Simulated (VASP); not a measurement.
# Ti in VASP: single point with PBE

Aim: the single point of Ti with PBE.

Everything below comes from runs of VASP 6.6.1. Logs are shortened: lines on timing, memory, paths and dates and some standing lists are left out, and cuts for length are marked.

### Step 1. The cell of the first run

The cell holds a wire or tube with vacuum around it, 16 atoms: a = 15.900 Å, b = 15.800 Å, c = 2.893 Å, α = 90.00°, β = 90.00°, γ = 90.00°.

### Step 2. Single point, PBE

INCAR

```
PREC = Accurate
ENCUT = 520
EDIFF = 1E-6
ISMEAR = 0
SIGMA = 0.05
LREAL = Auto
LASPH = True
NELM = 60
ALGO = Normal
ISIF = 2
LWAVE = False
LCHARG = False
GGA = PE
NBANDS = 110
```

KPOINTS

```
regular mesh
0
Gamma
  1 1 12
```

POSCAR

```
Ti
1.0
   15.9000000000      0.0000000000      0.0000000000
    0.0000000000     15.8000000000      0.0000000000
    0.0000000000      0.0000000000      2.8927018537
Ti
16
Direct
    0.2767259781      0.6231544006      0.0000000000
    0.2896566984      0.2980883366      0.0000000000
    0.5741546534      0.6541169178      0.0000000000
    0.5911767541      0.3570574932      0.0000000000
    0.4222283132      0.6494119714      0.5000000000
    0.4328655107      0.3471557126      0.5000000000
    0.7212449502      0.6598564337      0.5000000000
    0.4600949664      0.7937985443      0.0000000000
    0.3925011856      0.4953611141      0.0000000000
    0.4231944778      0.1951366711      0.0000000000
    0.3008240263      0.7674683454      0.5000000000
    0.2610079857      0.4375308083      0.5000000000
    0.6985514139      0.5176154377      0.0000000000
    0.6100221457      0.7958414164      0.5000000000
    0.5500453670      0.5030169029      0.5000000000
    0.5613678313      0.2144564742      0.5000000000
```

Potentials or basis: VASP PAW PBE potentials, release 64 (Ti_sv).

The run is started by

```console
$ cat potpaw_PBE.64/Ti_sv/POTCAR > POTCAR
$ mpirun -np 1 vasp_std > vasp.out
```

OUTCAR:

```text
PREC = Accurate
   ENCUT = 520
   EDIFF = 1E-6
   ISMEAR = 0
   LREAL = Auto
   LASPH = True
   NELM = 60
   ISIF = 2
   GGA = PE

 ion  position               nearest neighbor table
   1  0.277  0.623  0.000-  11 2.73  11 2.73   9 2.73   5 2.76   5 2.76
   2  0.290  0.298  0.000-  12 2.67  12 2.67  10 2.67   6 2.81   6 2.81
   3  0.574  0.654  0.000-  14 2.73  14 2.73   7 2.75   7 2.75   5 2.82   5 2.82  15 2.82  15 2.82
                             8 2.86
   4  0.591  0.357  0.000-  16 2.72  16 2.72  15 2.80  15 2.80   6 2.91   6 2.91
   5  0.422  0.649  0.500-  11 2.68   1 2.76   1 2.76   8 2.77   8 2.77   3 2.82   3 2.82   9 2.87
                             9 2.87
   6  0.433  0.347  0.500-   2 2.81   2 2.81  10 2.81  10 2.81   9 2.83   9 2.83   4 2.91   4 2.91

   7  0.721  0.660  0.500-  13 2.70  13 2.70   3 2.75   3 2.75  14 2.78
   8  0.460  0.794  0.000-   5 2.77   5 2.77  14 2.79  14 2.79   3 2.86
   9  0.393  0.495  0.000-  12 2.70  12 2.70   1 2.73   6 2.83   6 2.83   5 2.87   5 2.87  15 2.90
                            15 2.90
  10  0.423  0.195  0.000-  16 2.65  16 2.65   2 2.67   6 2.81   6 2.81
  11  0.301  0.767  0.500-   5 2.68   1 2.73   1 2.73
  12  0.261  0.438  0.500-   2 2.67   2 2.67   9 2.70   9 2.70
  13  0.699  0.518  0.000-   7 2.70   7 2.70  15 2.78  15 2.78
  14  0.610  0.796  0.500-   3 2.73   3 2.73   7 2.78   8 2.79   8 2.79
  15  0.550  0.503  0.500-  13 2.78  13 2.78   4 2.80   4 2.80   3 2.82   3 2.82   9 2.90   9 2.90

  16  0.561  0.214  0.500-  10 2.65  10 2.65   4 2.72   4 2.72

  LATTYP: Found a simple orthorhombic cell.
 ALAT       =     2.8927018537
 B/A-ratio  =     5.4620215975
 C/A-ratio  =     5.4965913544

  Lattice vectors:

 A1 = (   0.0000000000,   0.0000000000,  -2.8927018537)
 A2 = (   0.0000000000,  15.8000000000,   0.0000000000)
 A3 = (  15.9000000000,   0.0000000000,   0.0000000000)

Analysis of symmetry for initial positions (statically):
=====================================================================
 Subroutine PRICEL returns:
 Original cell was already a primitive cell.

 Routine SETGRP: Setting up the symmetry group for a
 simple orthorhombic supercell.

 Subroutine GETGRP returns: Found  2 space group operations
 (whereof  2 operations were pure point group operations)
 out of a pool of  8 trial point group operations.

The static configuration has the point symmetry C_1h.

Analysis of symmetry for dynamics (positions and initial velocities):
=====================================================================
 Subroutine PRICEL returns:
 Original cell was already a primitive cell.

 Routine SETGRP: Setting up the symmetry group for a
 simple orthorhombic supercell.
[... 124 lines left out ...]
   TEBEG  =    0.0;   TEEND  =   0.0 temperature during run
   PSTRESS=    0.0 pullay stress
   NELECT =     192.0000    total number of electrons
   NUPDOWN=      -1.0000    fix difference up-down
   EMIN   =  10.00;   EMAX   =-10.00  energy-range for DOS
   EFERMI =   0.00;   METHOD = LEGACY
   ISMEAR =     0;   SIGMA  =   0.05  broadening in eV -4-tet -1-fermi 0-gaus
   EFERMI_NEDOS =   21; number of points for ismear=-14 and -15
   IALGO  =     38    algorithm
   IMIX   =      4    mixing-type and parameters
     AMIX     =   0.40;   BMIX     =  1.00
     AMIX_MAG =   1.60;   BMIX_MAG =  1.00
  volume/ion in A,a.u.               =      45.42       306.50
  Fermi-wavevector in a.u.,A,eV,Ry     =   1.050484  1.985126 15.014244  1.103516
  Thomas-Fermi vector in A             =   2.185489
   LORBIT       =      0    0 simple, 1 ext, 2 COOP (PROOUT), +10 PAW based schemes
   GGA     = PE    functional components
   LHFCALC =     F    Hartree Fock is set to
   AEXX    =    0.0000 exact exchange contribution
   IVDW    =     0    specifies the selected vdW correction
   LEPSILON=     F    determine dielectric tensor
   LRPA    =     F    only Hartree local field effects (RPA)
 non-spin polarized calculation
 Gauss-broadening in eV      SIGMA  =   0.05
  energy-cutoff  :      520.00
  volume of cell :      726.70
 maximum number of plane-waves:     19635
 NGX is ok and might be reduce to   120
   NGX = 59   NGY = 59   NGZ = 11

 number of electron     192.0000037 magnetization

 Free energy of the ion-electron system (eV)
  ---------------------------------------------------
  ext. energy  EPLUGINS =         0.00000000
  ---------------------------------------------------
  free energy    TOTEN  =      -112.74150374 eV

  energy without entropy =     -112.70796311  energy(sigma->0) =     -112.72473342

 E-fermi :   1.1123     XC(G=0):  -5.7351

 val. band max:        1.1121543017   @ k =   0.0000   0.0000   0.0000
 cond. band min:       1.1347821322   @ k =   0.0000   0.0000   0.4167
 fundamental gap:      0.0226278305
 Fermi energy:         1.1123202584

 k-point     1 :       0.0000    0.0000    0.0000
  band No.  band energies     occupation
      1     -55.8273      2.00000
      2     -55.7517      2.00000
      3     -55.7239      2.00000
      4     -55.7176      2.00000
      5     -55.7110      2.00000
      6     -55.6724      2.00000
[... 766 lines left out ...]
    107       1.9030      0.00000
    108       2.0362      0.00000
 [bands above 108 left out]

------------------------ aborting loop because EDIFF is reached ----------------------------------------

  FORCE on cell =-STRESS in cart. coord.  units (eV):
  Direction    XX          YY          ZZ          XY          YZ          ZX
  --------------------------------------------------------------------------------------
  -------------------------------------------------------------------------------------
  Total       -0.4958975     -1.1450330     -0.6315719      0.0389297      0.0000000      0.0000000
  in kB       -1.0933133     -2.5244727     -1.3924368      0.0858290      0.0000000      0.0000000
  external PRESSURE =      -1.6700743 kB  Pullay stress =       0.0000000 kB

 VOLUME and BASIS-vectors are now :
 -----------------------------------------------------------------------------
  energy-cutoff  :      520.00
  volume of cell :      726.70
      direct lattice vectors                 reciprocal lattice vectors
    15.900000000  0.000000000  0.000000000     0.062893082  0.000000000  0.000000000
     0.000000000 15.800000000  0.000000000     0.000000000  0.063291139  0.000000000
     0.000000000  0.000000000  2.892701854     0.000000000  0.000000000  0.345697569

 POSITION                                       TOTAL-FORCE (eV/Angst)
 -----------------------------------------------------------------------------------
      4.39994      9.84584      0.00000         0.026864      0.010550      0.000000
      4.60554      4.70980      0.00000         0.009341     -0.007863      0.000000
      9.12906     10.33505      0.00000        -0.002413      0.005914      0.000000
      9.39971      5.64151      0.00000        -0.014185     -0.016451      0.000000
      6.71343     10.26071      1.44635        -0.000254      0.000761      0.000000
      6.88256      5.48506      1.44635        -0.007020     -0.005721      0.000000
[... 8 lines left out ...]
      8.74572      7.94767      1.44635         0.000260      0.007653      0.000000
      8.92575      3.38841      1.44635        -0.010833     -0.002402      0.000000
 -----------------------------------------------------------------------------------
    total drift:                                0.013085     -0.006020     -0.000001

  FREE ENERGIE OF THE ION-ELECTRON SYSTEM (eV)
  ---------------------------------------------------
  free  energy   TOTEN  =      -112.7415037402 eV

  energy  without entropy=     -112.7079631067  energy(sigma->0) =     -112.72473342
```

stdout:

```text
POSCAR found type information on POSCAR Ti
 POSCAR found :  1 types and      16 ions
 scaLAPACK will be used
 LDA part: xc-table for (Slater+PW92), standard interpolation
 POSCAR, INCAR and KPOINTS ok, starting setup
 FFT: planning ... GRIDC
 FFT: planning ... GRID_SOFT
 FFT: planning ... GRID
 WAVECAR not read
 entering main loop
```

Run time: 57 min. Hardware: 1 thread of Intel Xeon 8259CL, shared host; peak memory 0.87 GiB.

What came out:

```
Free energy            : -112.7415 eV
Largest force          : 0.034 eV/Å
Band gap on the k mesh : zero (bands 96 and 97 overlap by 0.31 eV)
```

Forces in eV/Å, atoms in the order of the input:
```
Ti   0.027  0.011  0.000
Ti   0.009 -0.008  0.000
Ti  -0.002  0.006  0.000
Ti  -0.014 -0.016  0.000
Ti   0.000  0.001  0.000
Ti  -0.007 -0.006  0.000
Ti  -0.032 -0.004  0.000
Ti   0.023 -0.016  0.000
Ti  -0.005  0.007  0.000
Ti   0.009  0.022  0.000
Ti   0.018  0.001  0.000
Ti   0.026  0.003  0.000
Ti  -0.031  0.014  0.000
Ti  -0.011 -0.019  0.000
Ti   0.000  0.008  0.000
Ti  -0.011 -0.002  0.000
```

Levels at points of the mesh, in eV from the Fermi level:
| k point | band 92 | band 93 | band 94 | band 95 | band 96 | band 97 | band 98 | band 99 | band 100 | band 101 |
| --- | --- | --- | --- | --- | --- | --- | --- | --- | --- | --- |
| (0.00, 0.00, 0.00) | -0.17 | 0.00 | 0.09 | 0.15 | 0.17 | 0.27 | 0.36 | 0.40 | 0.47 | 0.57 |
| (0.00, 0.00, 0.50) | -0.34 | -0.32 | -0.23 | -0.21 | -0.01 | 0.09 | 0.13 | 0.25 | 0.25 | 0.33 |

The gap in the log of VASP goes by the Fermi energy; the results here count the filled bands.